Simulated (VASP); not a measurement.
# TiCo (Pm-3m) in VASP: further runs

The runs below take TiCo through single point, with PBE.

Program: VASP 6.6.1. These are calculated values, not measurements. Logs are shortened: lines on timing, memory, paths and dates and some standing lists are left out, and cuts for length are marked.

### Step 1. The cell of the first run

The structure is cubic, space group Pm-3m (No. 221). Conventional cell: a = 2.986 Å, b = 2.986 Å, c = 2.986 Å, α = 90.00°, β = 90.00°, γ = 90.00°. Within 3.4 Å of Ti (site symmetry m-3m) lie 8 Co at 2.59 Å and 6 Ti at 2.99 Å. Within 3.4 Å of Co (site symmetry m-3m) lie 8 Ti at 2.59 Å and 6 Co at 2.99 Å.

### Step 2. Single point, PBE, non-collinear spin, typed start

Contents of INCAR:

```
ALGO = Normal ; EDIFF = 1E-6
ENCUT = 520 ; GGA = PE
ISIF = 2 ; ISMEAR = -1
LASPH = True ; LCHARG = False
LMAXMIX = 4 ; LNONCOLLINEAR = True
LORBIT = 11 ; LREAL = False
LWAVE = False ; MAGMOM = 0 0 0 0 0 1
NBANDS = 33 ; NELM = 150
PREC = Accurate ; SIGMA = 0.03
```

Contents of KPOINTS:

```
k-points
0
Gamma
  13 13 13
```

Contents of POSCAR:

```
TiCo
1.0
    2.9861109900      0.0000000000      0.0000000000
    0.0000000000      2.9861109900      0.0000000000
    0.0000000000      0.0000000000      2.9861109900
Ti Co
1 1
Direct
    0.0000000000      0.0000000000      0.0000000000
    0.5000000000      0.5000000000      0.5000000000
```

Potentials or basis: VASP PAW PBE potentials, release 64 (Ti_sv, Co).

Run with:

```sh
cat potpaw_PBE.64/Ti_sv/POTCAR potpaw_PBE.64/Co/POTCAR > POTCAR
mpirun -np 1 vasp_ncl > vasp.out
```

OUTCAR:

```text
EDIFF = 1E-6
   ENCUT = 520
   GGA = PE
   ISIF = 2
   ISMEAR = -1
   LASPH = True
   LNONCOLLINEAR = True
   LORBIT = 11
   LREAL = False
   NELM = 150
   PREC = Accurate

 ion  position               nearest neighbor table
   1  0.000  0.000  0.000-   2 2.59   2 2.59   2 2.59   2 2.59   2 2.59   2 2.59   2 2.59   2 2.59

   2  0.500  0.500  0.500-   1 2.59   1 2.59   1 2.59   1 2.59   1 2.59   1 2.59   1 2.59   1 2.59

  LATTYP: Found a simple cubic cell.
 ALAT       =     2.9861109900

  Lattice vectors:

 A1 = (   2.9861109900,   0.0000000000,   0.0000000000)
 A2 = (   0.0000000000,   2.9861109900,   0.0000000000)
 A3 = (   0.0000000000,   0.0000000000,   2.9861109900)

Analysis of symmetry for initial positions (statically):
=====================================================================
 Subroutine PRICEL returns:
 Original cell was already a primitive cell.

 Routine SETGRP: Setting up the symmetry group for a
 simple cubic supercell.

 Subroutine GETGRP returns: Found 48 space group operations
 (whereof 48 operations were pure point group operations)
 out of a pool of 48 trial point group operations.

The static configuration has the point symmetry O_h .

Analysis of symmetry for dynamics (positions and initial velocities):
=====================================================================
 Subroutine PRICEL returns:
 Original cell was already a primitive cell.

 Routine SETGRP: Setting up the symmetry group for a
 simple cubic supercell.

 Subroutine GETGRP returns: Found 48 space group operations
 (whereof 48 operations were pure point group operations)
 out of a pool of 48 trial point group operations.

The dynamic configuration has the point symmetry O_h .

Analysis of structural, dynamic, and magnetic symmetry:
=====================================================================
 Subroutine PRICEL returns:
 Original cell was already a primitive cell.

 Routine SETGRP: Setting up the symmetry group for a
 simple cubic supercell.

 Subroutine GETGRP returns: Found  8 space group operations
 (whereof  8 operations were pure point group operations)
 out of a pool of 48 trial point group operations.

The overall configuration has the point symmetry C_4h.

 Subroutine INISYM returns: Found  8 space group operations
 (whereof  8 operations are pure point group operations),
 and found     1 'primitive' translations

----------------------------------------------------------------------------------------

                                     Primitive cell

  volume of cell :      26.6267

  direct lattice vectors                    reciprocal lattice vectors
     2.986110990  0.000000000  0.000000000     0.334883735  0.000000000  0.000000000
     0.000000000  2.986110990  0.000000000     0.000000000  0.334883735  0.000000000
     0.000000000  0.000000000  2.986110990     0.000000000  0.000000000  0.334883735

  length of vectors
     2.986110990  2.986110990  2.986110990     0.334883735  0.334883735  0.334883735

  position of ions in fractional coordinates (direct lattice)
     0.000000000  0.000000000  0.000000000
     0.500000000  0.500000000  0.500000000

  ion indices of the primitive-cell ions
   primitive index   ion index
                 1           1
                 2           2

----------------------------------------------------------------------------------------

 KPOINTS: k-points

Automatic generation of k-mesh.
 Grid dimensions read from file:
 generate k-points for:   13   13   13

 Generating k-lattice:

  Cartesian coordinates                     Fractional coordinates (reciprocal lattice)
     0.025760287  0.000000000  0.000000000     0.076923077  0.000000000  0.000000000
     0.000000000  0.025760287  0.000000000     0.000000000  0.076923077  0.000000000
     0.000000000  0.000000000  0.025760287     0.000000000  0.000000000  0.076923077

  Length of vectors
     0.025760287  0.025760287  0.025760287

  Shift w.r.t. Gamma in fractional coordinates (k-lattice)
     0.000000000  0.000000000  0.000000000

 Subroutine IBZKPT returns following result:
 ===========================================

 Found    301 irreducible k-points:

 Following reciprocal coordinates:
            Coordinates               Weight
  0.000000  0.000000  0.000000      1.000000
  0.076923  0.000000  0.000000      4.000000
  0.000000  0.000000  0.076923      2.000000
  0.153846  0.000000  0.000000      4.000000
  0.000000  0.000000  0.153846      2.000000
  0.230769  0.000000  0.000000      4.000000
[... 16 lines left out ...]
  0.230769 -0.076923  0.000000      4.000000
  0.307692  0.076923  0.000000      4.000000
 [... further k-points ...]
   k-points           NKPTS =    301   k-points in BZ     NKDIM =    301   number of bands    NBANDS=     33
   number of dos      NEDOS =    301   number of ions     NIONS =      2
   total plane-waves  NPLWV =  13824
   dimension x,y,z NGX =    24 NGY =   24 NGZ =   24
   dimension x,y,z NGXF=    48 NGYF=   48 NGZF=   48
   ions per type =               1   1
   NGX,Y,Z   is equivalent  to a cutoff of  13.36, 13.36, 13.36 a.u.
   NGXF,Y,Z  is equivalent  to a cutoff of  26.72, 26.72, 26.72 a.u.
 SYSTEM =  unknown system
   PREC   = accura    normal or accurate (medium, high low for compatibility)
   ISTART =      0    job   : 0-new  1-cont  2-samecut
   ICHARG =      2    charge: 1-file 2-atom 10-const
   ISPIN  =      1    spin polarized calculation?
   LNONCOLLINEAR =      T non collinear calculations
   LSORBIT =      F    spin-orbit coupling
   LASPH  =      T    aspherical Exc in radial PAW
   ENCUT  =  520.0 eV  38.22 Ry    6.18 a.u.   5.55  5.55  5.55*2*pi/ulx,y,z
   NELM   =    150;   NELMIN=  2; NELMDL= -5     # of ELM steps
   EDIFF  = 0.1E-05   stopping-criterion for ELM
   LREAL  =      F    real-space projection
[... 7 lines left out ...]
   TEBEG  =    0.0;   TEEND  =   0.0 temperature during run
   PSTRESS=    0.0 pullay stress
   NELECT =      21.0000    total number of electrons
   NUPDOWN=      -1.0000    fix difference up-down
   EMIN   =  10.00;   EMAX   =-10.00  energy-range for DOS
   EFERMI =   0.00;   METHOD = LEGACY
   ISMEAR =    -1;   SIGMA  =   0.03  broadening in eV -4-tet -1-fermi 0-gaus
   EFERMI_NEDOS =   21; number of points for ismear=-14 and -15
   IALGO  =     38    algorithm
   IMIX   =      4    mixing-type and parameters
     AMIX     =   0.40;   BMIX     =  1.00
     AMIX_MAG =   1.60;   BMIX_MAG =  1.00
  volume/ion in A,a.u.               =      13.31        89.84
  Fermi-wavevector in a.u.,A,eV,Ry     =   1.512546  2.858298 31.127355  2.287796
  Thomas-Fermi vector in A             =   2.622456
   LORBIT       =     11    0 simple, 1 ext, 2 COOP (PROOUT), +10 PAW based schemes
   GGA     = PE    functional components
   LHFCALC =     F    Hartree Fock is set to
   AEXX    =    0.0000 exact exchange contribution
   IVDW    =     0    specifies the selected vdW correction
   LEPSILON=     F    determine dielectric tensor
   LRPA    =     F    only Hartree local field effects (RPA)
  energy-cutoff  :      520.00
  volume of cell :       26.63
 maximum number of plane-waves:      1478
 NGX is ok and might be reduce to    24
   NGX = 11   NGY = 11   NGZ = 11

 number of electron      20.9999983 magnetization       0.0000000      0.0000000      0.8801999

 number of electron      20.9999983 magnetization      -0.0000000     -0.0000000      0.8780252

 number of electron      20.9999983 magnetization      -0.0000000      0.0000000      0.8780532

 Free energy of the ion-electron system (eV)
  ---------------------------------------------------
  ext. energy  EPLUGINS =         0.00000000
  ---------------------------------------------------
  free energy    TOTEN  =       -15.68011517 eV

  energy without entropy =      -15.67594572  energy(sigma->0) =      -15.67803044

 E-fermi :   9.9215     XC(G=0): -12.5755

 val. band max:        9.9145046742   @ k =   0.4615   0.4615   0.0769
 cond. band min:       9.9359005976   @ k =   0.1538  -0.0769  -0.4615
 fundamental gap:      0.0213959234
 Fermi energy:         9.9214548175

 k-point     1 :       0.0000    0.0000    0.0000
  band No.  band energies     occupation
      1     -47.2418      1.00000
      2     -47.2244      1.00000
      3     -23.3339      1.00000
      4     -23.3339      1.00000
      5     -23.3338      1.00000
      6     -23.3174      1.00000
[... 25 lines left out ...]
     32      18.8489      0.00000
     33      18.8489      0.00000

 k-point     2 :       0.0769    0.0000    0.0000
  band No.  band energies     occupation
      1     -47.2400      1.00000
      2     -47.2226      1.00000
      3     -23.3515      1.00000
      4     -23.3347      1.00000
      5     -23.3327      1.00000
      6     -23.3325      1.00000
[... 25 lines left out ...]
     32      18.3245      0.00000
     33      19.1238      0.00000
[... 754 lines left out ...]
     32      15.9004      0.00000
     33      20.2184      0.00000

 k-point    24 :       0.3077    0.0769    0.0000
  band No.  band energies     occupation
      1     -47.2185      1.00000
      2     -47.2013      1.00000
      3     -23.5367      1.00000
      4     -23.5182      1.00000
      5     -23.3354      1.00000
      6     -23.3187      1.00000
[... 25 lines left out ...]
     32      14.7561      0.00000
     33      21.3076      0.00000

 [... further k-points ...]

------------------------ aborting loop because EDIFF is reached ----------------------------------------

  FORCE on cell =-STRESS in cart. coord.  units (eV):
  Direction    XX          YY          ZZ          XY          YZ          ZX
  --------------------------------------------------------------------------------------
  -------------------------------------------------------------------------------------
  Total       -0.0959252     -0.0959252     -0.0973040     -0.0000001      0.0000000      0.0000000
  in kB       -5.7719874     -5.7719874     -5.8549519     -0.0000060      0.0000000      0.0000000
  external PRESSURE =      -5.7996423 kB  Pullay stress =       0.0000000 kB

 VOLUME and BASIS-vectors are now :
 -----------------------------------------------------------------------------
  energy-cutoff  :      520.00
  volume of cell :       26.63
      direct lattice vectors                 reciprocal lattice vectors
     2.986110990  0.000000000  0.000000000     0.334883735  0.000000000  0.000000000
     0.000000000  2.986110990  0.000000000     0.000000000  0.334883735  0.000000000
     0.000000000  0.000000000  2.986110990     0.000000000  0.000000000  0.334883735

 POSITION                                       TOTAL-FORCE (eV/Angst)
 -----------------------------------------------------------------------------------
      0.00000      0.00000      0.00000         0.000000      0.000000      0.000000
      1.49306      1.49306      1.49306         0.000000      0.000000      0.000000
 -----------------------------------------------------------------------------------
    total drift:                                0.000000     -0.000000     -0.000000

  FREE ENERGIE OF THE ION-ELECTRON SYSTEM (eV)
  ---------------------------------------------------
  free  energy   TOTEN  =       -15.6801151657 eV

  energy  without entropy=      -15.6759457192  energy(sigma->0) =      -15.67803044

 total charge

# of ion       s       p       d       tot
------------------------------------------
    1        2.247   6.181   1.857  10.285
    2        0.526   0.461   7.299   8.287
--------------------------------------------------
tot          2.774   6.642   9.156  18.571

 magnetization (x)

# of ion       s       p       d       tot
------------------------------------------
    1        0.000   0.000   0.000   0.000
    2        0.000   0.000  -0.000  -0.000
--------------------------------------------------
tot          0.000   0.000  -0.000  -0.000

 magnetization (y)

# of ion       s       p       d       tot
------------------------------------------
    1        0.000   0.000   0.000   0.000
    2       -0.000   0.000  -0.000  -0.000
--------------------------------------------------
tot         -0.000   0.000  -0.000  -0.000

 magnetization (z)

# of ion       s       p       d       tot
------------------------------------------
    1       -0.002  -0.013  -0.018  -0.033
    2        0.029  -0.005   0.936   0.960
--------------------------------------------------
tot          0.027  -0.017   0.918   0.927
```

Run time: 7 min. Hardware: 1 thread of Intel Xeon 6975P-C (Granite Rapids), shared host; peak memory 0.49 GiB.

Results:

```yaml
Free_energy: -15.6801 eV
Pressure: -0.6 GPa
Band_gap_on_the_k_mesh: zero (band 21 reaches 10.41 eV, above the bottom of band 22 at 8.54 eV)
Net_moment: 0.88 μB per cell
Valence_electrons_inside_the_program's_atomic_spheres: Ti 10.29; Co 8.29
```

Levels at points of the mesh, in eV from the Fermi level:
```
           k point  band 18  band 19  band 20  band 21  band 22  band 23  band 24  band 25
(0.00, 0.00, 0.00)    -1.32    -1.32    -1.32     0.47     0.47     1.04     1.04     2.67
```

Moments on the atoms (μB; x, y, z):
```
Ti   0.00  0.00 -0.03
Co   0.00  0.00  0.96
```

### Step 3. Single point, PBE, non-collinear spin, typed start

Contents of INCAR:

```
SYSTEM = TiCo
PREC     = Accurate       ! precision mode
ENCUT    = 520            ! plane-wave cutoff, eV
EDIFF    = 1E-6           ! SCF threshold, eV
ISMEAR   = -1             ! smearing method
SIGMA    = 0.03           ! smearing width, eV
LREAL    = .FALSE.        ! projectors in reciprocal space
LASPH    = .TRUE.         ! aspherical terms in the spheres
NELM     = 150            ! most SCF steps
ALGO     = Normal         ! electronic algorithm
ISIF     = 2              ! what is computed and relaxed
LWAVE    = .FALSE.        ! write WAVECAR
LCHARG   = .TRUE.         ! write CHGCAR
LNONCOLLINEAR= .TRUE.         ! non-collinear magnetism
MAGMOM   = 0 0 0 0 0 1    ! initial moments
LORBIT   = 11             ! projections on sites
LMAXMIX  = 4              ! l up to which the mixer works
GGA      = PE             ! functional
LVHAR    = .TRUE.       
NBANDS   = 33             ! bands
```

Contents of KPOINTS:

```
regular mesh
0
G
  13 13 13
  0 0 0
```

POSCAR is that of step 2.

Potentials or basis: VASP PAW PBE potentials, release 64 (Ti_sv, Co).

Run with:

```sh
cat potpaw_PBE.64/Ti_sv/POTCAR potpaw_PBE.64/Co/POTCAR > POTCAR
mpirun -np 1 vasp_ncl > vasp.out
```

Wall time 6.8 min (1 thread of Intel Xeon 6975P-C (Granite Rapids), shared host); peak memory 0.5 GiB.

Results (log left out):

* Free energy: -15.6801 eV
* Pressure: -0.6 GPa
* Band gap on the k mesh: zero (band 21 reaches 10.41 eV, above the bottom of band 22 at 8.54 eV)
* Net moment: 0.88 μB per cell
* Valence electrons inside the program's atomic spheres: Ti 10.29; Co 8.29

Levels at points of the mesh, in eV from the Fermi level:
```csv
k point,band 18,band 19,band 20,band 21,band 22,band 23,band 24,band 25
"(0.00, 0.00, 0.00)",-1.32,-1.32,-1.32,0.47,0.47,1.04,1.04,2.67
```

Moments on the atoms (μB; x, y, z):
```
Ti   0.00  0.00 -0.03
Co   0.00  0.00  0.96
```
